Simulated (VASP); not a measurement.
# KIr (CsCl type) (Pm-3m) in VASP: notebook

KIr (CsCl type) is run at these levels: LDA; tasks: single point.

All numbers are computed with VASP 6.6.1; they aren't measurements. Logs are shortened: lines on timing, memory, paths and dates and some standing lists are left out, and cuts for length are marked.

### 1 The cell of the first run

The structure is cubic, space group Pm-3m (No. 221). The conventional cell has a = 3.446 Å, b = 3.446 Å, c = 3.446 Å, α = 90.00°, β = 90.00°, γ = 90.00°. K (site symmetry m-3m) has 8 Ir at 2.98 Å and 6 K at 3.45 Å within 3.9 Å. Within 3.9 Å of Ir (site symmetry m-3m) lie 8 K at 2.98 Å and 6 Ir at 3.45 Å.

### 2 Single point, LDA

File INCAR:

```
PREC = Accurate
ENCUT = 520
EDIFF = 1E-7
ISMEAR = -1
SIGMA = 0.05
LREAL = False
LASPH = True
NELM = 80
ALGO = Normal
ISIF = 2
LWAVE = False
LCHARG = False
GGA = CA
NBANDS = 16
```

File KPOINTS:

```
Automatic mesh
0
Gamma
  10 10 10
```

File POSCAR:

```
KIr
1.0
    3.4457357822      0.0000000000      0.0000000000
    0.0000000000      3.4457357822      0.0000000000
    0.0000000000      0.0000000000      3.4457357822
K Ir
1 1
Direct
    0.0000000000      0.0000000000      0.0000000000
    0.5000000000      0.5000000000      0.5000000000
```

Potentials or basis: VASP PAW LDA potentials, release 64 (K_sv, Ir).

Run with:

```sh
$ cat potpaw_LDA.64/K_sv/POTCAR potpaw_LDA.64/Ir/POTCAR > POTCAR
$ mpirun -np 1 vasp_std > vasp.out
```

OUTCAR:

```text
PREC = Accurate
   ENCUT = 520
   EDIFF = 1E-7
   ISMEAR = -1
   LREAL = False
   LASPH = True
   NELM = 80
   ISIF = 2
   GGA = CA

 ion  position               nearest neighbor table
   1  0.000  0.000  0.000-   2 2.98   2 2.98   2 2.98   2 2.98   2 2.98   2 2.98   2 2.98   2 2.98

   2  0.500  0.500  0.500-   1 2.98   1 2.98   1 2.98   1 2.98   1 2.98   1 2.98   1 2.98   1 2.98

  LATTYP: Found a simple cubic cell.
 ALAT       =     3.4457357822

  Lattice vectors:

 A1 = (   3.4457357822,   0.0000000000,   0.0000000000)
 A2 = (   0.0000000000,   3.4457357822,   0.0000000000)
 A3 = (   0.0000000000,   0.0000000000,   3.4457357822)

Analysis of symmetry for initial positions (statically):
=====================================================================
 Subroutine PRICEL returns:
 Original cell was already a primitive cell.

 Routine SETGRP: Setting up the symmetry group for a
 simple cubic supercell.

 Subroutine GETGRP returns: Found 48 space group operations
 (whereof 48 operations were pure point group operations)
 out of a pool of 48 trial point group operations.

The static configuration has the point symmetry O_h .

Analysis of symmetry for dynamics (positions and initial velocities):
=====================================================================
 Subroutine PRICEL returns:
 Original cell was already a primitive cell.

 Routine SETGRP: Setting up the symmetry group for a
 simple cubic supercell.

 Subroutine GETGRP returns: Found 48 space group operations
 (whereof 48 operations were pure point group operations)
 out of a pool of 48 trial point group operations.

The dynamic configuration has the point symmetry O_h .

 Subroutine INISYM returns: Found 48 space group operations
 (whereof 48 operations are pure point group operations),
 and found     1 'primitive' translations

----------------------------------------------------------------------------------------

                                     Primitive cell

  volume of cell :      40.9115

  direct lattice vectors                    reciprocal lattice vectors
     3.445735782  0.000000000  0.000000000     0.290213778  0.000000000  0.000000000
     0.000000000  3.445735782  0.000000000     0.000000000  0.290213778  0.000000000
     0.000000000  0.000000000  3.445735782     0.000000000  0.000000000  0.290213778

  length of vectors
     3.445735782  3.445735782  3.445735782     0.290213778  0.290213778  0.290213778

  position of ions in fractional coordinates (direct lattice)
     0.000000000  0.000000000  0.000000000
     0.500000000  0.500000000  0.500000000

  ion indices of the primitive-cell ions
   primitive index   ion index
                 1           1
                 2           2

----------------------------------------------------------------------------------------

 KPOINTS: Automatic mesh

Automatic generation of k-mesh.
 Grid dimensions read from file:
 generate k-points for:   10   10   10

 Generating k-lattice:

  Cartesian coordinates                     Fractional coordinates (reciprocal lattice)
     0.029021378  0.000000000  0.000000000     0.100000000  0.000000000  0.000000000
     0.000000000  0.029021378  0.000000000     0.000000000  0.100000000  0.000000000
     0.000000000  0.000000000  0.029021378     0.000000000  0.000000000  0.100000000

  Length of vectors
     0.029021378  0.029021378  0.029021378

  Shift w.r.t. Gamma in fractional coordinates (k-lattice)
     0.000000000  0.000000000  0.000000000

 Subroutine IBZKPT returns following result:
 ===========================================

 Found     56 irreducible k-points:

 Following reciprocal coordinates:
            Coordinates               Weight
  0.000000  0.000000  0.000000      1.000000
  0.100000  0.000000  0.000000      6.000000
  0.200000  0.000000  0.000000      6.000000
  0.300000  0.000000  0.000000      6.000000
  0.400000  0.000000  0.000000      6.000000
  0.500000  0.000000  0.000000      3.000000
[... 16 lines left out ...]
  0.200000  0.100000  0.100000     24.000000
  0.300000  0.100000  0.100000     24.000000
 [... further k-points ...]
   k-points           NKPTS =     56   k-points in BZ     NKDIM =     56   number of bands    NBANDS=     16
   number of dos      NEDOS =    301   number of ions     NIONS =      2
   total plane-waves  NPLWV =  21952
   dimension x,y,z NGX =    28 NGY =   28 NGZ =   28
   dimension x,y,z NGXF=    56 NGYF=   56 NGZF=   56
   ions per type =               1   1
   NGX,Y,Z   is equivalent  to a cutoff of  13.51, 13.51, 13.51 a.u.
   NGXF,Y,Z  is equivalent  to a cutoff of  27.02, 27.02, 27.02 a.u.
 SYSTEM =  unknown system
   PREC   = accura    normal or accurate (medium, high low for compatibility)
   ISTART =      0    job   : 0-new  1-cont  2-samecut
   ICHARG =      2    charge: 1-file 2-atom 10-const
   ISPIN  =      1    spin polarized calculation?
   LNONCOLLINEAR =      F non collinear calculations
   LSORBIT =      F    spin-orbit coupling
   LASPH  =      T    aspherical Exc in radial PAW
   ENCUT  =  520.0 eV  38.22 Ry    6.18 a.u.   6.41  6.41  6.41*2*pi/ulx,y,z
   NELM   =     80;   NELMIN=  2; NELMDL= -5     # of ELM steps
   EDIFF  = 0.1E-06   stopping-criterion for ELM
   LREAL  =      F    real-space projection
   EDIFFG = 0.1E-05   stopping-criterion for IOM
   NSW    =      0    number of steps for IOM
   IBRION =     -1    ionic relax: 0-MD 1-quasi-New 2-CG
   NFREE  =      0    steps in history (QN), initial steepest desc. (CG)
   ISIF   =      2    stress and relaxation
   ISYM   =      2    0-nonsym 1-usesym 2-fastsym
   POTIM  = 0.5000    time-step for ionic-motion
   TEBEG  =    0.0;   TEEND  =   0.0 temperature during run
   PSTRESS=    0.0 pullay stress
   NELECT =      18.0000    total number of electrons
   NUPDOWN=      -1.0000    fix difference up-down
   EMIN   =  10.00;   EMAX   =-10.00  energy-range for DOS
   EFERMI =   0.00;   METHOD = LEGACY
   ISMEAR =    -1;   SIGMA  =   0.05  broadening in eV -4-tet -1-fermi 0-gaus
   EFERMI_NEDOS =   21; number of points for ismear=-14 and -15
   IALGO  =     38    algorithm
   IMIX   =      4    mixing-type and parameters
     AMIX     =   0.40;   BMIX     =  1.00
     AMIX_MAG =   1.60;   BMIX_MAG =  1.00
  volume/ion in A,a.u.               =      20.46       138.04
  Fermi-wavevector in a.u.,A,eV,Ry     =   1.245137  2.352967 21.094001  1.550365
  Thomas-Fermi vector in A             =   2.379372
   LORBIT       =      0    0 simple, 1 ext, 2 COOP (PROOUT), +10 PAW based schemes
   GGA     = CA    functional components
   LHFCALC =     F    Hartree Fock is set to
   AEXX    =    0.0000 exact exchange contribution
   IVDW    =     0    specifies the selected vdW correction
   LEPSILON=     F    determine dielectric tensor
   LRPA    =     F    only Hartree local field effects (RPA)
 non-spin polarized calculation
  energy-cutoff  :      520.00
  volume of cell :       40.91
 maximum number of plane-waves:      1141
 NGX is ok and might be reduce to    28
   NGX = 13   NGY = 13   NGZ = 13

 number of electron      18.0000000 magnetization

 Free energy of the ion-electron system (eV)
  ---------------------------------------------------
  ext. energy  EPLUGINS =         0.00000000
  ---------------------------------------------------
  free energy    TOTEN  =        -7.89094924 eV

  energy without entropy =       -7.86798314  energy(sigma->0) =       -7.87946619

 E-fermi :   2.8740     XC(G=0): -11.1533

 val. band max:        2.8677907894   @ k =   0.1000   0.1000   0.1000
 cond. band min:       2.8774712069   @ k =   0.2000   0.0000   0.0000
 fundamental gap:      0.0096804174
 Fermi energy:         2.8739598700

 k-point     1 :       0.0000    0.0000    0.0000
  band No.  band energies     occupation
      1     -25.4864      2.00000
      2      -9.0323      2.00000
      3      -9.0323      2.00000
      4      -9.0323      2.00000
      5      -1.3635      2.00000
      6       0.5545      2.00000
[... 8 lines left out ...]
     15      13.0443      0.00000
     16      14.2923      0.00000

 k-point     2 :       0.1000    0.0000    0.0000
  band No.  band energies     occupation
      1     -25.4778      2.00000
      2      -9.1381      2.00000
      3      -9.0301      2.00000
      4      -9.0301      2.00000
      5      -1.1498      2.00000
      6       0.5958      2.00000
[... 8 lines left out ...]
     15      12.6991      0.00000
     16      14.2053      0.00000

 k-point     3 :       0.2000    0.0000    0.0000
  band No.  band energies     occupation
      1     -25.4552      2.00000
      2      -9.3998      2.00000
      3      -9.0242      2.00000
      4      -9.0242      2.00000
      5      -0.5630      2.00000
      6       0.7078      2.00000
[... 8 lines left out ...]
     15      12.5750      0.00000
     16      13.9827      0.00000

 k-point     4 :       0.3000    0.0000    0.0000
  band No.  band energies     occupation
      1     -25.4270      2.00000
      2      -9.6979      2.00000
      3      -9.0170      2.00000
      4      -9.0170      2.00000
      5       0.2227      2.00000
      6       0.8554      2.00000
[... 8 lines left out ...]
     15      13.2733      0.00000
     16      13.7163      0.00000
[... 324 lines left out ...]
 k-point    22 :       0.1000    0.1000    0.1000
  band No.  band energies     occupation
      1     -25.4612      2.00000
      2      -9.1776      2.00000
      3      -9.0998      2.00000
      4      -9.0998      2.00000
      5      -0.7601      2.00000
      6       0.8019      2.00000
[... 8 lines left out ...]
     15      12.2481      0.00000
     16      15.1935      0.00000

 k-point    23 :       0.2000    0.1000    0.1000
  band No.  band energies     occupation
      1     -25.4397      2.00000
      2      -9.3844      2.00000
      3      -9.1132      2.00000
      4      -9.0929      2.00000
      5      -0.2436      2.00000
      6       0.8933      2.00000
[... 8 lines left out ...]
     15      12.6161      0.00000
     16      14.6086      0.00000

 k-point    24 :       0.3000    0.1000    0.1000
  band No.  band energies     occupation
      1     -25.4129      2.00000
      2      -9.6601      2.00000
      3      -9.0891      2.00000
      4      -9.0845      2.00000
      5       0.4242      2.00000
      6       1.0121      2.00000
[... 8 lines left out ...]
     15      13.1131      0.00000
     16      14.2633      0.00000

 [... further k-points ...]
[... 5 lines left out ...]
  --------------------------------------------------------------------------------------
  -------------------------------------------------------------------------------------
  Total        0.1367748      0.1367748      0.1367748      0.0000000      0.0000000      0.0000000
  in kB        5.3563734      5.3563734      5.3563734      0.0000000      0.0000000      0.0000000
  external PRESSURE =       5.3563734 kB  Pullay stress =       0.0000000 kB

 VOLUME and BASIS-vectors are now :
 -----------------------------------------------------------------------------
  energy-cutoff  :      520.00
  volume of cell :       40.91
      direct lattice vectors                 reciprocal lattice vectors
     3.445735782  0.000000000  0.000000000     0.290213778  0.000000000  0.000000000
     0.000000000  3.445735782  0.000000000     0.000000000  0.290213778  0.000000000
     0.000000000  0.000000000  3.445735782     0.000000000  0.000000000  0.290213778

 POSITION                                       TOTAL-FORCE (eV/Angst)
 -----------------------------------------------------------------------------------
      0.00000      0.00000      0.00000         0.000000      0.000000      0.000000
      1.72287      1.72287      1.72287         0.000000      0.000000      0.000000
 -----------------------------------------------------------------------------------
    total drift:                                0.000000      0.000000      0.000000

  FREE ENERGIE OF THE ION-ELECTRON SYSTEM (eV)
  ---------------------------------------------------
  free  energy   TOTEN  =        -7.8909492360 eV

  energy  without entropy=       -7.8679831419  energy(sigma->0) =       -7.87946619
```

Run time: 16 s. Hardware: 1 thread of Intel Xeon 6975P-C, shared host; peak memory 0.17 GiB.

What came out:

* Free energy: -7.8909 eV
* Pressure: 0.5 GPa
* Band gap on the k mesh: zero (bands 9 and 10 overlap by 1.32 eV)

Levels at points of the mesh, in eV from the Fermi level:
| k point | band 5 | band 6 | band 7 | band 8 | band 9 | band 10 | band 11 | band 12 | band 13 | band 14 |
| --- | --- | --- | --- | --- | --- | --- | --- | --- | --- | --- |
| (0.00, 0.00, 0.00) | -4.24 | -2.32 | -2.32 | -0.06 | -0.06 | -0.06 | 7.15 | 7.15 | 10.17 | 10.17 |
| (0.50, 0.00, 0.00) | -1.84 | -1.81 | -0.31 | -0.31 | 0.13 | 0.82 | 1.45 | 5.61 | 6.89 | 6.89 |
| (0.50, 0.50, 0.00) | -2.62 | -1.80 | -0.86 | -0.86 | 0.66 | 1.73 | 4.16 | 4.16 | 7.77 | 10.60 |
| (0.50, 0.50, 0.50) | -0.76 | -0.76 | -0.76 | 0.71 | 0.71 | 2.46 | 2.46 | 2.46 | 4.17 | 12.55 |

Caveat: spin-orbit coupling is left out, which moves the levels of the heavy elements.

### 3 Single point, LDA

File INCAR:

```
SYSTEM = KIr
PREC = Accurate
ENCUT = 520
EDIFF = 1E-6
ISMEAR = -1
SIGMA = 0.05
LREAL = .FALSE.
LASPH = .TRUE.
NELM = 60
ALGO = Normal
ISIF = 2
LWAVE = .FALSE.
LCHARG = .FALSE.
NBANDS = 16
```

File KPOINTS:

```
regular mesh
0
G
  10 10 10
  0 0 0
```

POSCAR is that of step 2.

Potentials or basis: VASP PAW LDA potentials, release 64 (K_sv, Ir).

Run with:

```sh
$ cat potpaw_LDA.64/K_sv/POTCAR potpaw_LDA.64/Ir/POTCAR > POTCAR
$ mpirun -np 1 vasp_std > vasp.out
```

OUTCAR:

```text
SYSTEM = KIr
   PREC = Accurate
   ENCUT = 520
   EDIFF = 1E-6
   ISMEAR = -1
   LREAL = .FALSE.
   LASPH = .TRUE.
   NELM = 60
   ISIF = 2

 ion  position               nearest neighbor table
   1  0.000  0.000  0.000-   2 2.98   2 2.98   2 2.98   2 2.98   2 2.98   2 2.98   2 2.98   2 2.98

   2  0.500  0.500  0.500-   1 2.98   1 2.98   1 2.98   1 2.98   1 2.98   1 2.98   1 2.98   1 2.98

  LATTYP: Found a simple cubic cell.
 ALAT       =     3.4457357822

  Lattice vectors:

 A1 = (   3.4457357822,   0.0000000000,   0.0000000000)
 A2 = (   0.0000000000,   3.4457357822,   0.0000000000)
[... 625 lines left out ...]
      4      -9.0845      2.00000
      5       0.4242      2.00000
      6       1.0122      2.00000
[... 8 lines left out ...]
     15      13.1131      0.00000
     16      14.2633      0.00000

 [... further k-points ...]
[... 5 lines left out ...]
  --------------------------------------------------------------------------------------
  -------------------------------------------------------------------------------------
  Total        0.1354595      0.1354595      0.1354595      0.0000000     -0.0000000      0.0000000
  in kB        5.3048636      5.3048636      5.3048636      0.0000000     -0.0000000      0.0000000
  external PRESSURE =       5.3048636 kB  Pullay stress =       0.0000000 kB

 VOLUME and BASIS-vectors are now :
 -----------------------------------------------------------------------------
  energy-cutoff  :      520.00
  volume of cell :       40.91
      direct lattice vectors                 reciprocal lattice vectors
     3.445735782  0.000000000  0.000000000     0.290213778  0.000000000  0.000000000
     0.000000000  3.445735782  0.000000000     0.000000000  0.290213778  0.000000000
     0.000000000  0.000000000  3.445735782     0.000000000  0.000000000  0.290213778

 POSITION                                       TOTAL-FORCE (eV/Angst)
 -----------------------------------------------------------------------------------
      0.00000      0.00000      0.00000         0.000000      0.000000      0.000000
      1.72287      1.72287      1.72287         0.000000      0.000000      0.000000
 -----------------------------------------------------------------------------------
    total drift:                                0.000000      0.000000      0.000000

  FREE ENERGIE OF THE ION-ELECTRON SYSTEM (eV)
  ---------------------------------------------------
  free  energy   TOTEN  =        -7.8909492099 eV

  energy  without entropy=       -7.8679827670  energy(sigma->0) =       -7.87946599
```

OSZICAR:

```text
N       E                     dE             d eps       ncg     rms          rms(c)
DAV:   1     0.141438668838E+03    0.14144E+03   -0.85272E+03  1792   0.111E+03
DAV:   2    -0.226191780574E+01   -0.14370E+03   -0.12641E+03  1816   0.312E+02
DAV:   3    -0.785428133848E+01   -0.55924E+01   -0.54475E+01  2608   0.598E+01
DAV:   4    -0.808722808633E+01   -0.23295E+00   -0.23282E+00  2672   0.104E+01
DAV:   5    -0.808990825671E+01   -0.26802E-02   -0.26792E-02  2640   0.842E-01    0.137E+01
DAV:   6    -0.791190092418E+01    0.17801E+00   -0.56245E-01  2120   0.660E+00    0.628E+00
DAV:   7    -0.789508018490E+01    0.16821E-01   -0.61579E-02  2456   0.272E+00    0.407E+00
DAV:   8    -0.789160696943E+01    0.34732E-02   -0.19336E-02  2776   0.121E+00    0.229E-01
DAV:   9    -0.789093775676E+01    0.66921E-03   -0.21204E-03  2040   0.491E-01    0.531E-02
DAV:  10    -0.789094972753E+01   -0.11971E-04   -0.26258E-04  2616   0.141E-01    0.208E-02
DAV:  11    -0.789094926720E+01    0.46033E-06   -0.11087E-05  2312   0.362E-02    0.720E-03
DAV:  12    -0.789094920991E+01    0.57298E-07   -0.88346E-07  1440   0.103E-02
   1 F= -.78909492E+01 E0= -.78794660E+01  d E =-.229664E-01
```

stdout:

```text
POSCAR found type information on POSCAR K Ir
 POSCAR found :  2 types and       2 ions
 scaLAPACK will be used
 LDA part: xc-table for (Slater(with rela. corr.)+CA(PZ))
 , standard interpolation
 POSCAR, INCAR and KPOINTS ok, starting setup
 FFT: planning ... GRIDC
 FFT: planning ... GRID_SOFT
 FFT: planning ... GRID
 WAVECAR not read
 entering main loop
```

It took 16 s on 1 thread of Intel Xeon 6975P-C, shared host; peak memory 0.17 GiB.

What came out:

- Free energy: -7.8909 eV
- Pressure: 0.5 GPa
- Band gap on the k mesh: zero (bands 9 and 10 overlap by 1.32 eV)

Levels at points of the mesh, in eV from the Fermi level:
```tsv
k point	band 5	band 6	band 7	band 8	band 9	band 10	band 11	band 12	band 13	band 14
(0.00, 0.00, 0.00)	-4.24	-2.32	-2.32	-0.06	-0.06	-0.06	7.15	7.15	10.17	10.17
(0.50, 0.00, 0.00)	-1.84	-1.81	-0.31	-0.31	0.13	0.82	1.45	5.61	6.89	6.89
(0.50, 0.50, 0.00)	-2.62	-1.80	-0.86	-0.86	0.66	1.73	4.16	4.16	7.77	10.60
(0.50, 0.50, 0.50)	-0.76	-0.76	-0.76	0.71	0.71	2.46	2.46	2.46	4.17	12.55
```

Caveat: spin-orbit coupling is left out, which moves the levels of the heavy elements.

### 4 Single point, LDA

This run uses another cell than the first one, of 21.11 Å³/atom.

File INCAR:

```
SYSTEM = KIr
  ALGO = Normal
  EDIFF = 1E-7
  ENCUT = 520
  ISIF = 2
  ISMEAR = -1
  LASPH = .True.
  LCHARG = .False.
  LREAL = .False.
  LWAVE = .False.
  NBANDS = 16
  NELM = 60
  PREC = Accurate
  SIGMA = 0.05
```

File KPOINTS:

```
k-points
0
Gamma
  10 10 10
  0 0 0
```

File POSCAR:

```
KIr
1.0
    3.4822794018      0.0000000000      0.0000000000
    0.0000000000      3.4822794018      0.0000000000
    0.0000000000      0.0000000000      3.4822794018
K Ir
1 1
Direct
    0.0000000000      0.0000000000      0.0000000000
    0.5000000000      0.5000000000      0.5000000000
```

Run with:

```sh
$ cat potpaw_LDA.64/K_sv/POTCAR potpaw_LDA.64/Ir/POTCAR > POTCAR
$ mpirun -np 1 vasp_std > vasp.out
```

It took 19 s on 1 thread of Intel Xeon 6975P-C, shared host; peak memory 0.17 GiB.

The run converged. Its results:

```
Free energy            : -7.8887 eV
Pressure               : -1.1 GPa
Band gap on the k mesh : zero (bands 9 and 10 overlap by 1.26 eV)
```

Levels at points of the mesh, in eV from the Fermi level:
| k point | band 5 | band 6 | band 7 | band 8 | band 9 | band 10 | band 11 | band 12 | band 13 | band 14 |
| --- | --- | --- | --- | --- | --- | --- | --- | --- | --- | --- |
| (0.00, 0.00, 0.00) | -4.17 | -2.20 | -2.20 | -0.05 | -0.05 | -0.05 | 7.10 | 7.10 | 9.92 | 9.92 |
| (0.50, 0.00, 0.00) | -1.81 | -1.75 | -0.30 | -0.30 | 0.13 | 0.82 | 1.35 | 5.66 | 6.86 | 6.86 |
| (0.50, 0.50, 0.00) | -2.50 | -1.72 | -0.80 | -0.80 | 0.63 | 1.64 | 4.04 | 4.04 | 7.67 | 10.46 |
| (0.50, 0.50, 0.50) | -0.76 | -0.76 | -0.76 | 0.67 | 0.67 | 2.49 | 2.49 | 2.49 | 3.97 | 12.42 |

Caveat: spin-orbit coupling is left out, which moves the levels of the heavy elements.
